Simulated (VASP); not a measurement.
# ZrInBr3 (Pm-3m) in VASP: single point with PBE

Aim: the single point of ZrInBr3 with PBE.

Everything below comes from runs of VASP 6.6.1. Logs are shortened: lines on timing, memory, paths and dates and some standing lists are left out, and cuts for length are marked.

### 1 The cell of the first run

Symmetry: Pm-3m, No. 221, cubic system. The conventional cell has a = 5.552 Å, b = 5.552 Å, c = 5.552 Å, α = 90.00°, β = 90.00°, γ = 90.00°. Within 5.2 Å of Zr (site symmetry m-3m) lie 12 Br at 3.93 Å and 8 In at 4.81 Å. Within 3.7 Å of In (site symmetry m-3m) lie 6 Br at 2.78 Å. Within 3.7 Å of Br (site symmetry 4/mmm) lie 2 In at 2.78 Å.

The cell was generated, and may not be a known phase.

### 2 Single point, PBE, collinear spin

The input, INCAR:

```
SYSTEM = ZrInBr3
ALGO = Normal ; EDIFF = 1E-6
ENCUT = 520 ; GGA = PE
ISIF = 2 ; ISMEAR = 0
ISPIN = 2 ; LASPH = .True.
LCHARG = .True. ; LELF = .True.
LMAXMIX = 4 ; LORBIT = 11
LREAL = .False. ; LVHAR = .True.
LWAVE = .False. ; MAGMOM = 1 0 0 0 0
NBANDS = 35 ; NELM = 150
PREC = Accurate ; SIGMA = 0.1
```

The input, KPOINTS:

```
k-points
0
Gamma
  4 4 4
  0 0 0
```

The input, POSCAR:

```
ZrInBr3
1.0
    5.5523138937      0.0000000000      0.0000000000
    0.0000000000      5.5523138937      0.0000000000
    0.0000000000      0.0000000000      5.5523138937
Zr In Br
1 1 3
Direct
    0.0000000000      0.0000000000      0.0000000000
    0.5000000000      0.5000000000      0.5000000000
    0.0000000000      0.5000000000      0.5000000000
    0.5000000000      0.0000000000      0.5000000000
    0.5000000000      0.5000000000      0.0000000000
```

Potentials or basis: VASP PAW PBE potentials, release 64 (Zr_sv, In_d, Br).

Launch:

```console
cat potpaw_PBE.64/Zr_sv/POTCAR potpaw_PBE.64/In_d/POTCAR potpaw_PBE.64/Br/POTCAR > POTCAR
mpirun -np 1 vasp_std > vasp.out
```

OUTCAR:

```text
SYSTEM = ZrInBr3
   EDIFF = 1E-6
   ENCUT = 520
   GGA = PE
   ISIF = 2
   ISMEAR = 0
   ISPIN = 2
   LASPH = .True.
   LORBIT = 11
   LREAL = .False.
   NELM = 150
   PREC = Accurate

 ion  position               nearest neighbor table
   1  0.000  0.000  0.000-
   2  0.500  0.500  0.500-   3 2.78   4 2.78   5 2.78   5 2.78   4 2.78   3 2.78
   3  0.000  0.500  0.500-   2 2.78   2 2.78
   4  0.500  0.000  0.500-   2 2.78   2 2.78
   5  0.500  0.500  0.000-   2 2.78   2 2.78

  LATTYP: Found a simple cubic cell.
 ALAT       =     5.5523138937

  Lattice vectors:

 A1 = (   5.5523138937,   0.0000000000,   0.0000000000)
 A2 = (   0.0000000000,   5.5523138937,   0.0000000000)
 A3 = (   0.0000000000,   0.0000000000,   5.5523138937)

Analysis of symmetry for initial positions (statically):
=====================================================================
 Subroutine PRICEL returns:
 Original cell was already a primitive cell.

 Routine SETGRP: Setting up the symmetry group for a
 simple cubic supercell.

 Subroutine GETGRP returns: Found 48 space group operations
 (whereof 48 operations were pure point group operations)
 out of a pool of 48 trial point group operations.

The static configuration has the point symmetry O_h .

Analysis of symmetry for dynamics (positions and initial velocities):
=====================================================================
 Subroutine PRICEL returns:
 Original cell was already a primitive cell.

 Routine SETGRP: Setting up the symmetry group for a
 simple cubic supercell.

 Subroutine GETGRP returns: Found 48 space group operations
 (whereof 48 operations were pure point group operations)
 out of a pool of 48 trial point group operations.

The dynamic configuration has the point symmetry O_h .

Analysis of structural, dynamic, and magnetic symmetry:
=====================================================================
 Subroutine PRICEL returns:
 Original cell was already a primitive cell.

 Routine SETGRP: Setting up the symmetry group for a
 simple cubic supercell.

 Subroutine GETGRP returns: Found 48 space group operations
 (whereof 48 operations were pure point group operations)
 out of a pool of 48 trial point group operations.

The overall configuration has the point symmetry O_h .

 Subroutine INISYM returns: Found 48 space group operations
 (whereof 48 operations are pure point group operations),
 and found     1 'primitive' translations

----------------------------------------------------------------------------------------

                                     Primitive cell

  volume of cell :     171.1678

  direct lattice vectors                    reciprocal lattice vectors
     5.552313894  0.000000000  0.000000000     0.180105091  0.000000000  0.000000000
     0.000000000  5.552313894  0.000000000     0.000000000  0.180105091  0.000000000
     0.000000000  0.000000000  5.552313894     0.000000000  0.000000000  0.180105091

  length of vectors
     5.552313894  5.552313894  5.552313894     0.180105091  0.180105091  0.180105091

  position of ions in fractional coordinates (direct lattice)
     0.000000000  0.000000000  0.000000000
     0.500000000  0.500000000  0.500000000
     0.000000000  0.500000000  0.500000000
     0.500000000  0.000000000  0.500000000
     0.500000000  0.500000000  0.000000000

  ion indices of the primitive-cell ions
   primitive index   ion index
                 1           1
                 2           2
                 3           3
                 4           4
                 5           5

----------------------------------------------------------------------------------------

 KPOINTS: k-points

Automatic generation of k-mesh.
 Grid dimensions read from file:
 generate k-points for:    4    4    4

 Generating k-lattice:

  Cartesian coordinates                     Fractional coordinates (reciprocal lattice)
     0.045026273  0.000000000  0.000000000     0.250000000  0.000000000  0.000000000
     0.000000000  0.045026273  0.000000000     0.000000000  0.250000000  0.000000000
     0.000000000  0.000000000  0.045026273     0.000000000  0.000000000  0.250000000

  Length of vectors
     0.045026273  0.045026273  0.045026273

  Shift w.r.t. Gamma in fractional coordinates (k-lattice)
     0.000000000  0.000000000  0.000000000

 Subroutine IBZKPT returns following result:
 ===========================================

 Found     10 irreducible k-points:

 Following reciprocal coordinates:
            Coordinates               Weight
  0.000000  0.000000  0.000000      1.000000
  0.250000  0.000000  0.000000      6.000000
  0.500000  0.000000  0.000000      3.000000
  0.250000  0.250000  0.000000     12.000000
  0.500000  0.250000  0.000000     12.000000
  0.500000  0.500000  0.000000      3.000000
  0.250000  0.250000  0.250000      8.000000
  0.500000  0.250000  0.250000     12.000000
  0.500000  0.500000  0.250000      6.000000
  0.500000  0.500000  0.500000      1.000000
   k-points           NKPTS =     10   k-points in BZ     NKDIM =     10   number of bands    NBANDS=     35
   number of dos      NEDOS =    301   number of ions     NIONS =      5
   total plane-waves  NPLWV =  74088
   dimension x,y,z NGX =    42 NGY =   42 NGZ =   42
   dimension x,y,z NGXF=    84 NGYF=   84 NGZF=   84
   ions per type =               1   1   3
   NGX,Y,Z   is equivalent  to a cutoff of  12.58, 12.58, 12.58 a.u.
   NGXF,Y,Z  is equivalent  to a cutoff of  25.15, 25.15, 25.15 a.u.
 SYSTEM =  ZrInBr3
   PREC   = accura    normal or accurate (medium, high low for compatibility)
   ISTART =      0    job   : 0-new  1-cont  2-samecut
   ICHARG =      2    charge: 1-file 2-atom 10-const
   ISPIN  =      2    spin polarized calculation?
   LNONCOLLINEAR =      F non collinear calculations
   LSORBIT =      F    spin-orbit coupling
   LASPH  =      T    aspherical Exc in radial PAW
   ENCUT  =  520.0 eV  38.22 Ry    6.18 a.u.  10.32 10.32 10.32*2*pi/ulx,y,z
   NELM   =    150;   NELMIN=  2; NELMDL= -5     # of ELM steps
   EDIFF  = 0.1E-05   stopping-criterion for ELM
   LREAL  =      F    real-space projection
   EDIFFG = 0.1E-04   stopping-criterion for IOM
   NSW    =      0    number of steps for IOM
   IBRION =     -1    ionic relax: 0-MD 1-quasi-New 2-CG
   NFREE  =      0    steps in history (QN), initial steepest desc. (CG)
   ISIF   =      2    stress and relaxation
   ISYM   =      2    0-nonsym 1-usesym 2-fastsym
   POTIM  = 0.5000    time-step for ionic-motion
   TEBEG  =    0.0;   TEEND  =   0.0 temperature during run
   PSTRESS=    0.0 pullay stress
   NELECT =      46.0000    total number of electrons
   NUPDOWN=      -1.0000    fix difference up-down
   EMIN   =  10.00;   EMAX   =-10.00  energy-range for DOS
   EFERMI =   0.00;   METHOD = LEGACY
   ISMEAR =     0;   SIGMA  =   0.10  broadening in eV -4-tet -1-fermi 0-gaus
   EFERMI_NEDOS =   21; number of points for ismear=-14 and -15
   IALGO  =     38    algorithm
   IMIX   =      4    mixing-type and parameters
     AMIX     =   0.40;   BMIX     =  1.00
     AMIX_MAG =   1.60;   BMIX_MAG =  1.00
  volume/ion in A,a.u.               =      34.23       231.02
  Fermi-wavevector in a.u.,A,eV,Ry     =   1.056461  1.996422 15.185594  1.116110
  Thomas-Fermi vector in A             =   2.191697
   LORBIT       =     11    0 simple, 1 ext, 2 COOP (PROOUT), +10 PAW based schemes
   GGA     = PE    functional components
   LHFCALC =     F    Hartree Fock is set to
   AEXX    =    0.0000 exact exchange contribution
   IVDW    =     0    specifies the selected vdW correction
   LEPSILON=     F    determine dielectric tensor
   LRPA    =     F    only Hartree local field effects (RPA)
 spin polarized calculation
 Gauss-broadening in eV      SIGMA  =   0.10
  energy-cutoff  :      520.00
  volume of cell :      171.17
 maximum number of plane-waves:      4636
 NGX is ok and might be reduce to    42
   NGX = 21   NGY = 21   NGZ = 21

 number of electron      46.0000018 magnetization       2.8849083

 Free energy of the ion-electron system (eV)
  ---------------------------------------------------
  ext. energy  EPLUGINS =         0.00000000
  ---------------------------------------------------
  free energy    TOTEN  =       -15.14169922 eV

  energy without entropy =      -15.11414618  energy(sigma->0) =      -15.12792270

 E-fermi :   3.6201     XC(G=0):  -8.2876

 val. band max:        3.6179914290   @ k =   0.5000   0.5000   0.2500
 cond. band min:       3.6210019655   @ k =   0.5000   0.5000   0.0000
 fundamental gap:      0.0030105364
 Fermi energy:         3.6200540085

 spin component 1

 k-point     1 :       0.0000    0.0000    0.0000
  band No.  band energies     occupation
      1     -47.0111      1.00000
      2     -25.1132      1.00000
      3     -25.1131      1.00000
      4     -25.1129      1.00000
      5     -12.7152      1.00000
      6     -12.5839      1.00000
[... 369 lines left out ...]
     34       8.0519      0.00000
     35      11.2065      0.00000
 Fermi energy:         3.6200540085

 spin component 2

 k-point     1 :       0.0000    0.0000    0.0000
  band No.  band energies     occupation
      1     -45.9134      1.00000
      2     -23.8249      1.00000
      3     -23.8249      1.00000
      4     -23.8249      1.00000
      5     -12.7020      1.00000
      6     -12.5725      1.00000
[... 369 lines left out ...]
     34       9.1377      0.00000
     35      11.2115      0.00000

------------------------ aborting loop because EDIFF is reached ----------------------------------------

  FORCE on cell =-STRESS in cart. coord.  units (eV):
  Direction    XX          YY          ZZ          XY          YZ          ZX
  --------------------------------------------------------------------------------------
  -------------------------------------------------------------------------------------
  Total        0.9285927      0.9285927      0.9285927      0.0000000      0.0000000     -0.0000000
  in kB        8.6918818      8.6918818      8.6918818      0.0000000      0.0000000     -0.0000000
  external PRESSURE =       8.6918818 kB  Pullay stress =       0.0000000 kB

 VOLUME and BASIS-vectors are now :
 -----------------------------------------------------------------------------
  energy-cutoff  :      520.00
  volume of cell :      171.17
      direct lattice vectors                 reciprocal lattice vectors
     5.552313894  0.000000000  0.000000000     0.180105091  0.000000000  0.000000000
     0.000000000  5.552313894  0.000000000     0.000000000  0.180105091  0.000000000
     0.000000000  0.000000000  5.552313894     0.000000000  0.000000000  0.180105091

 POSITION                                       TOTAL-FORCE (eV/Angst)
 -----------------------------------------------------------------------------------
      0.00000      0.00000      0.00000         0.000000      0.000000      0.000000
      2.77616      2.77616      2.77616         0.000000      0.000000      0.000000
      0.00000      2.77616      2.77616         0.000000      0.000000      0.000000
      2.77616      0.00000      2.77616         0.000000      0.000000      0.000000
      2.77616      2.77616      0.00000         0.000000      0.000000      0.000000
 -----------------------------------------------------------------------------------
    total drift:                                0.000000     -0.000000     -0.000000

  FREE ENERGIE OF THE ION-ELECTRON SYSTEM (eV)
  ---------------------------------------------------
  free  energy   TOTEN  =       -15.1416992191 eV

  energy  without entropy=      -15.1141461763  energy(sigma->0) =      -15.12792270

 total charge

# of ion       s       p       d       tot
------------------------------------------
    1        2.116   5.871   1.696   9.683
    2        0.986   0.436   9.907  11.328
    3        1.623   3.207   0.019   4.849
    4        1.623   3.207   0.019   4.849
    5        1.623   3.207   0.019   4.849
--------------------------------------------------
tot          7.972  15.928  11.659  35.559

 magnetization (x)

# of ion       s       p       d       tot
------------------------------------------
    1        0.105   0.004   1.645   1.754
    2        0.018   0.002   0.001   0.021
    3        0.005   0.003   0.003   0.010
    4        0.005   0.003   0.003   0.010
    5        0.005   0.003   0.003   0.010
--------------------------------------------------
tot          0.137   0.014   1.655   1.806
```

It took 2.8 min on 1 thread of Intel Xeon Platinum 8375C at 2.90GHz (Ice Lake), shared host; peak memory 0.35 GiB.

What came out:

| Item | Value |
| --- | --- |
| Free energy | -15.1417 eV |
| Pressure | 0.9 GPa |
| Net moment | 2.88 μB per cell |
| Site moments | Zr +1.75; In +0.02; Br +0.01 μB |
| Valence electrons inside the program's atomic spheres | Zr 9.68; In 11.33; Br 4.85 |

Levels at points of the mesh, in eV from the Fermi level:
Spin up:
```
           k point  band 21  band 22  band 23  band 24  band 25  band 26  band 27  band 28  band 29  band 30
(0.00, 0.00, 0.00)    -3.39    -3.39    -1.28    -0.78    -0.78    -0.02    -0.02    -0.02     5.16     5.16
(0.50, 0.00, 0.00)    -3.49    -0.51    -0.44    -0.28     0.02     0.45     0.45     0.53     1.76     3.39
(0.50, 0.50, 0.00)    -2.91    -0.43    -0.17     0.00     0.46     0.46     0.63     1.20     2.57     2.57
(0.50, 0.50, 0.50)    -2.85    -0.62    -0.32    -0.32    -0.10    -0.10    -0.10     2.09     2.09     2.09
```
Spin down:
| k point | band 17 | band 18 | band 19 | band 20 | band 21 | band 22 | band 23 | band 24 | band 25 | band 26 |
| --- | --- | --- | --- | --- | --- | --- | --- | --- | --- | --- |
| (0.00, 0.00, 0.00) | -3.48 | -3.48 | -3.48 | -3.35 | -3.35 | -3.35 | -0.09 | 1.11 | 1.11 | 1.11 |
| (0.50, 0.00, 0.00) | -3.78 | -3.78 | -3.70 | -3.44 | -3.44 | -0.42 | 1.18 | 1.36 | 1.61 | 1.61 |
| (0.50, 0.50, 0.00) | -4.00 | -3.82 | -3.82 | -3.32 | -2.87 | 0.96 | 1.42 | 1.61 | 1.61 | 1.64 |
| (0.50, 0.50, 0.50) | -3.31 | -3.31 | -2.84 | -2.84 | -2.84 | 0.69 | 0.90 | 0.90 | 0.90 | 1.97 |

Caveat: spin-orbit coupling is left out, which moves the levels of the heavy elements.
